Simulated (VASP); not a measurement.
# InSb3 (Pm-3m) in VASP: notebook

Aim: see how the results for InSb3 move with the level of theory and the settings. Levels: PBEsol+D3(BJ), PBEsol, PBEsol+D4. Tasks: single point, relaxation of cell and atoms.

Program: VASP 6.6.1. These are calculated values, not measurements. Logs are shortened: lines on timing, memory, paths and dates and some standing lists are left out, and cuts for length are marked.

### 1 The cell of the first run

Symmetry: Pm-3m, No. 221, cubic system. The conventional cell has a = 4.806 Å, b = 4.806 Å, c = 4.806 Å, α = 90.00°, β = 90.00°, γ = 90.00°. Sb (site symmetry 4/mmm) has 8 Sb at 3.40 Å and 4 In at 3.40 Å within 4.5 Å. Within 4.5 Å of In (site symmetry m-3m) lie 12 Sb at 3.40 Å.

### 2 Single point, PBEsol+D3(BJ)

File INCAR:

```
SYSTEM = InSb3
PREC     = Accurate       ! precision mode
ENCUT    = 520            ! plane-wave cutoff, eV
EDIFF    = 1E-6           ! SCF threshold, eV
ISMEAR   = -1             ! smearing method
SIGMA    = 0.05           ! smearing width, eV
LREAL    = .FALSE.        ! projectors in reciprocal space
LASPH    = .TRUE.         ! aspherical terms in the spheres
NELM     = 60             ! most SCF steps
ALGO     = Normal         ! electronic algorithm
ISIF     = 2              ! what is computed and relaxed
LWAVE    = .FALSE.        ! write WAVECAR
LCHARG   = .FALSE.        ! write CHGCAR
GGA      = PS             ! functional
IVDW     = 12             ! dispersion correction
NBANDS   = 22             ! bands
```

File KPOINTS:

```
Automatic mesh
0
G
  6 6 6
  0 0 0
```

File POSCAR:

```
InSb3
1.0
    4.8063670000      0.0000000000      0.0000000000
    0.0000000000      4.8063670000      0.0000000000
    0.0000000000      0.0000000000      4.8063670000
Sb In
3 1
Direct
    0.5000000000      0.5000000000      0.0000000000
    0.0000000000      0.5000000000      0.5000000000
    0.5000000000      0.0000000000      0.5000000000
    0.0000000000      0.0000000000      0.0000000000
```

Potentials or basis: VASP PAW PBE potentials, release 64 (Sb, In_d).

Started as:

```console
$ cat potpaw_PBE.64/Sb/POTCAR potpaw_PBE.64/In_d/POTCAR > POTCAR
$ mpirun -np 1 vasp_std > vasp.out
```

OUTCAR:

```text
SYSTEM = InSb3
   PREC = Accurate
   ENCUT = 520
   EDIFF = 1E-6
   ISMEAR = -1
   LREAL = .FALSE.
   LASPH = .TRUE.
   NELM = 60
   ISIF = 2
   GGA = PS
   IVDW = 12
 IVDW          = 12

 ion  position               nearest neighbor table
   1  0.500  0.500  0.000-   2 3.40   3 3.40   4 3.40   2 3.40   3 3.40   3 3.40   4 3.40   3 3.40
                             2 3.40   4 3.40   2 3.40   4 3.40
   2  0.000  0.500  0.500-   1 3.40   3 3.40   4 3.40   1 3.40   4 3.40   3 3.40   4 3.40   4 3.40
                             1 3.40   3 3.40   1 3.40   3 3.40
   3  0.500  0.000  0.500-   1 3.40   2 3.40   4 3.40   1 3.40   4 3.40   1 3.40   2 3.40   1 3.40
                             2 3.40   4 3.40   4 3.40   2 3.40
   4  0.000  0.000  0.000-   1 3.40   2 3.40   3 3.40   2 3.40   3 3.40   1 3.40   2 3.40   2 3.40
                             1 3.40   3 3.40   3 3.40   1 3.40

  LATTYP: Found a simple cubic cell.
 ALAT       =     4.8063670000

  Lattice vectors:

 A1 = (   4.8063670000,   0.0000000000,   0.0000000000)
 A2 = (   0.0000000000,   4.8063670000,   0.0000000000)
 A3 = (   0.0000000000,   0.0000000000,   4.8063670000)

Analysis of symmetry for initial positions (statically):
=====================================================================
 Subroutine PRICEL returns:
 Original cell was already a primitive cell.

 Routine SETGRP: Setting up the symmetry group for a
 simple cubic supercell.

 Subroutine GETGRP returns: Found 48 space group operations
 (whereof 48 operations were pure point group operations)
 out of a pool of 48 trial point group operations.

The static configuration has the point symmetry O_h .

Analysis of symmetry for dynamics (positions and initial velocities):
=====================================================================
 Subroutine PRICEL returns:
 Original cell was already a primitive cell.

 Routine SETGRP: Setting up the symmetry group for a
 simple cubic supercell.

 Subroutine GETGRP returns: Found 48 space group operations
 (whereof 48 operations were pure point group operations)
 out of a pool of 48 trial point group operations.

The dynamic configuration has the point symmetry O_h .

 Subroutine INISYM returns: Found 48 space group operations
 (whereof 48 operations are pure point group operations),
 and found     1 'primitive' translations

----------------------------------------------------------------------------------------

                                     Primitive cell

  volume of cell :     111.0327

  direct lattice vectors                    reciprocal lattice vectors
     4.806367000  0.000000000  0.000000000     0.208057354  0.000000000  0.000000000
     0.000000000  4.806367000  0.000000000     0.000000000  0.208057354  0.000000000
     0.000000000  0.000000000  4.806367000     0.000000000  0.000000000  0.208057354

  length of vectors
     4.806367000  4.806367000  4.806367000     0.208057354  0.208057354  0.208057354

  position of ions in fractional coordinates (direct lattice)
     0.500000000  0.500000000  0.000000000
     0.000000000  0.500000000  0.500000000
     0.500000000  0.000000000  0.500000000
     0.000000000  0.000000000  0.000000000

  ion indices of the primitive-cell ions
   primitive index   ion index
                 1           1
                 2           2
                 3           3
                 4           4

----------------------------------------------------------------------------------------

 KPOINTS: Automatic mesh

Automatic generation of k-mesh.
 Grid dimensions read from file:
 generate k-points for:    6    6    6

 Generating k-lattice:

  Cartesian coordinates                     Fractional coordinates (reciprocal lattice)
     0.034676226  0.000000000  0.000000000     0.166666667  0.000000000  0.000000000
     0.000000000  0.034676226  0.000000000     0.000000000  0.166666667  0.000000000
     0.000000000  0.000000000  0.034676226     0.000000000  0.000000000  0.166666667

  Length of vectors
     0.034676226  0.034676226  0.034676226

  Shift w.r.t. Gamma in fractional coordinates (k-lattice)
     0.000000000  0.000000000  0.000000000

 Subroutine IBZKPT returns following result:
 ===========================================

 Found     20 irreducible k-points:

 Following reciprocal coordinates:
            Coordinates               Weight
  0.000000  0.000000  0.000000      1.000000
  0.166667  0.000000  0.000000      6.000000
  0.333333  0.000000  0.000000      6.000000
  0.500000  0.000000  0.000000      3.000000
  0.166667  0.166667  0.000000     12.000000
  0.333333  0.166667  0.000000     24.000000
[... 12 lines left out ...]
  0.500000  0.500000  0.333333      6.000000
  0.500000  0.500000  0.500000      1.000000
   k-points           NKPTS =     20   k-points in BZ     NKDIM =     20   number of bands    NBANDS=     22
   number of dos      NEDOS =    301   number of ions     NIONS =      4
   total plane-waves  NPLWV =  46656
   dimension x,y,z NGX =    36 NGY =   36 NGZ =   36
   dimension x,y,z NGXF=    72 NGYF=   72 NGZF=   72
   ions per type =               3   1
   NGX,Y,Z   is equivalent  to a cutoff of  12.45, 12.45, 12.45 a.u.
   NGXF,Y,Z  is equivalent  to a cutoff of  24.90, 24.90, 24.90 a.u.
 SYSTEM =  InSb3
   PREC   = accura    normal or accurate (medium, high low for compatibility)
   ISTART =      0    job   : 0-new  1-cont  2-samecut
   ICHARG =      2    charge: 1-file 2-atom 10-const
   ISPIN  =      1    spin polarized calculation?
   LNONCOLLINEAR =      F non collinear calculations
   LSORBIT =      F    spin-orbit coupling
   LASPH  =      T    aspherical Exc in radial PAW
   ENCUT  =  520.0 eV  38.22 Ry    6.18 a.u.   8.94  8.94  8.94*2*pi/ulx,y,z
   NELM   =     60;   NELMIN=  2; NELMDL= -5     # of ELM steps
   EDIFF  = 0.1E-05   stopping-criterion for ELM
   LREAL  =      F    real-space projection
   EDIFFG = 0.1E-04   stopping-criterion for IOM
   NSW    =      0    number of steps for IOM
   IBRION =     -1    ionic relax: 0-MD 1-quasi-New 2-CG
   NFREE  =      0    steps in history (QN), initial steepest desc. (CG)
   ISIF   =      2    stress and relaxation
   ISYM   =      2    0-nonsym 1-usesym 2-fastsym
   POTIM  = 0.5000    time-step for ionic-motion
   TEBEG  =    0.0;   TEEND  =   0.0 temperature during run
   PSTRESS=    0.0 pullay stress
   NELECT =      28.0000    total number of electrons
   NUPDOWN=      -1.0000    fix difference up-down
   EMIN   =  10.00;   EMAX   =-10.00  energy-range for DOS
   EFERMI =   0.00;   METHOD = LEGACY
   ISMEAR =    -1;   SIGMA  =   0.05  broadening in eV -4-tet -1-fermi 0-gaus
   EFERMI_NEDOS =   21; number of points for ismear=-14 and -15
   IALGO  =     38    algorithm
   IMIX   =      4    mixing-type and parameters
     AMIX     =   0.40;   BMIX     =  1.00
     AMIX_MAG =   1.60;   BMIX_MAG =  1.00
  volume/ion in A,a.u.               =      27.76       187.32
  Fermi-wavevector in a.u.,A,eV,Ry     =   1.034294  1.954532 14.555018  1.069764
  Thomas-Fermi vector in A             =   2.168582
   LORBIT       =      0    0 simple, 1 ext, 2 COOP (PROOUT), +10 PAW based schemes
   GGA     = PS    functional components
   LHFCALC =     F    Hartree Fock is set to
   AEXX    =    0.0000 exact exchange contribution
   IVDW    =    12    specifies the selected vdW correction
   LEPSILON=     F    determine dielectric tensor
   LRPA    =     F    only Hartree local field effects (RPA)
 non-spin polarized calculation
  energy-cutoff  :      520.00
  volume of cell :      111.03
 maximum number of plane-waves:      3028
 NGX is ok and might be reduce to    36
   NGX = 17   NGY = 17   NGZ = 17

 number of electron      28.0000010 magnetization

 Free energy of the ion-electron system (eV)
  ---------------------------------------------------
  ext. energy  EPLUGINS =         0.00000000
  ---------------------------------------------------
  free energy    TOTEN  =       -16.01920996 eV

  energy without entropy =      -15.99776006  energy(sigma->0) =      -16.00848501

 E-fermi :   7.6908     XC(G=0): -10.1786

 val. band max:        7.6831888256   @ k =   0.5000   0.3333   0.0000
 cond. band min:       7.7528065478   @ k =   0.1667   0.1667   0.1667
 fundamental gap:      0.0696177222
 Fermi energy:         7.6907684201

 k-point     1 :       0.0000    0.0000    0.0000
  band No.  band energies     occupation
      1      -6.7530      2.00000
      2      -6.7530      2.00000
      3      -6.7364      2.00000
      4      -6.7364      2.00000
      5      -6.7364      2.00000
      6      -4.4950      2.00000
[... 14 lines left out ...]
     21      12.6042      0.00000
     22      12.8641      0.00000

 k-point     2 :       0.1667    0.0000    0.0000
  band No.  band energies     occupation
      1      -6.7516      2.00000
      2      -6.7490      2.00000
      3      -6.7393      2.00000
      4      -6.7393      2.00000
      5      -6.7363      2.00000
      6      -4.3265      2.00000
[... 14 lines left out ...]
     21      13.3406      0.00000
     22      13.3550      0.00000

 k-point     3 :       0.3333    0.0000    0.0000
  band No.  band energies     occupation
      1      -6.7487      2.00000
      2      -6.7450      2.00000
      3      -6.7450      2.00000
      4      -6.7410      2.00000
      5      -6.7361      2.00000
      6      -3.8393      2.00000
[... 14 lines left out ...]
     21      12.3510      0.00000
     22      13.3784      0.00000

 k-point     4 :       0.5000    0.0000    0.0000
  band No.  band energies     occupation
      1      -6.7479      2.00000
      2      -6.7479      2.00000
      3      -6.7472      2.00000
      4      -6.7371      2.00000
      5      -6.7360      2.00000
      6      -3.3176      2.00000
[... 14 lines left out ...]
     21      11.6765      0.00000
     22      13.7543      0.00000

 k-point     5 :       0.1667    0.1667    0.0000
  band No.  band energies     occupation
      1      -6.7492      2.00000
      2      -6.7460      2.00000
      3      -6.7430      2.00000
      4      -6.7393      2.00000
      5      -6.7389      2.00000
      6      -4.1578      2.00000
[... 14 lines left out ...]
     21      12.9209      0.00000
     22      13.4812      0.00000

 k-point     6 :       0.3333    0.1667    0.0000
  band No.  band energies     occupation
      1      -6.7511      2.00000
      2      -6.7457      2.00000
      3      -6.7448      2.00000
      4      -6.7389      2.00000
      5      -6.7380      2.00000
      6      -3.6709      2.00000
[... 14 lines left out ...]
     21      13.2890      0.00000
     22      14.2764      0.00000

 k-point     7 :       0.5000    0.1667    0.0000
  band No.  band energies     occupation
      1      -6.7547      2.00000
      2      -6.7476      2.00000
      3      -6.7444      2.00000
      4      -6.7387      2.00000
      5      -6.7339      2.00000
      6      -3.1452      2.00000
[... 224 lines left out ...]
      6      -1.7568      2.00000
[... 14 lines left out ...]
     21      13.0864      0.00000
     22      15.2780      0.00000

 k-point    17 :       0.3333    0.3333    0.3333
  band No.  band energies     occupation
      1      -6.7616      2.00000
      2      -6.7592      2.00000
      3      -6.7592      2.00000
      4      -6.7278      2.00000
      5      -6.7278      2.00000
      6      -2.5705      2.00000
[... 14 lines left out ...]
     21      13.3553      0.00000
     22      14.5204      0.00000

 k-point    18 :       0.5000    0.3333    0.3333
  band No.  band energies     occupation
      1      -6.7661      2.00000
      2      -6.7640      2.00000
      3      -6.7592      2.00000
      4      -6.7270      2.00000
      5      -6.7231      2.00000
      6      -2.0606      2.00000
[... 14 lines left out ...]
     21      13.2787      0.00000
     22      15.3767      0.00000

 k-point    19 :       0.5000    0.5000    0.3333
  band No.  band energies     occupation
      1      -6.7709      2.00000
      2      -6.7641      2.00000
      3      -6.7641      2.00000
      4      -6.7245      2.00000
      5      -6.7202      2.00000
      6      -1.4820      2.00000
[... 14 lines left out ...]
     21      13.5474      0.00000
     22      15.8361      0.00000

 k-point    20 :       0.5000    0.5000    0.5000
  band No.  band energies     occupation
      1      -6.7698      2.00000
      2      -6.7698      2.00000
      3      -6.7698      2.00000
      4      -6.7197      2.00000
      5      -6.7197      2.00000
      6      -1.3084      2.00000
[... 14 lines left out ...]
     21      14.0421      0.00000
     22      16.0202      0.00000

------------------------ aborting loop because EDIFF is reached ----------------------------------------

 Edisp (eV)   -1.79957

 E8    (eV) :    -1.2493

  FORCE on cell =-STRESS in cart. coord.  units (eV):
  Direction    XX          YY          ZZ          XY          YZ          ZX
  --------------------------------------------------------------------------------------
  -------------------------------------------------------------------------------------
  Total      -3.75091    -3.75091    -3.75091    -0.00000    -0.00000     0.00000
  in kB     -54.12482   -54.12482   -54.12482    -0.00000    -0.00000     0.00000
  external pressure =      -54.12 kB  Pullay stress =        0.00 kB

 VOLUME and BASIS-vectors are now :
 -----------------------------------------------------------------------------
  energy-cutoff  :      520.00
  volume of cell :      111.03
      direct lattice vectors                 reciprocal lattice vectors
     4.806367000  0.000000000  0.000000000     0.208057354  0.000000000  0.000000000
     0.000000000  4.806367000  0.000000000     0.000000000  0.208057354  0.000000000
     0.000000000  0.000000000  4.806367000     0.000000000  0.000000000  0.208057354

 POSITION                                       TOTAL-FORCE (eV/Angst)
 -----------------------------------------------------------------------------------
      2.40318      2.40318      0.00000         0.000000      0.000000      0.000000
      0.00000      2.40318      2.40318         0.000000      0.000000      0.000000
      2.40318      0.00000      2.40318         0.000000      0.000000      0.000000
      0.00000      0.00000      0.00000         0.000000      0.000000      0.000000
 -----------------------------------------------------------------------------------
    total drift:                                0.000000     -0.000000     -0.000000

  FREE ENERGIE OF THE ION-ELECTRON SYSTEM (eV)
  ---------------------------------------------------
  free  energy   TOTEN  =       -17.8187819853 eV

  energy  without entropy=      -17.7973320900  energy(sigma->0) =      -17.80805704
```

It took 43 s on 1 thread of Intel Xeon 8259CL, shared host; peak memory 0.23 GiB.

Results:

```
Free energy                : -17.8188 eV
Pressure                   : -5.4 GPa
Band gap on the k mesh     : zero (bands 14 and 15 overlap by 4.61 eV)
Dispersion energy per atom : -0.450 eV
```

Caveat: three body term missing; the cell stands under tension; the PAW data sets were made with another functional, which shifts forces and pressure a little; spin-orbit coupling is left out, which moves the levels of the heavy elements.

(Continued in part 2 of 2.)
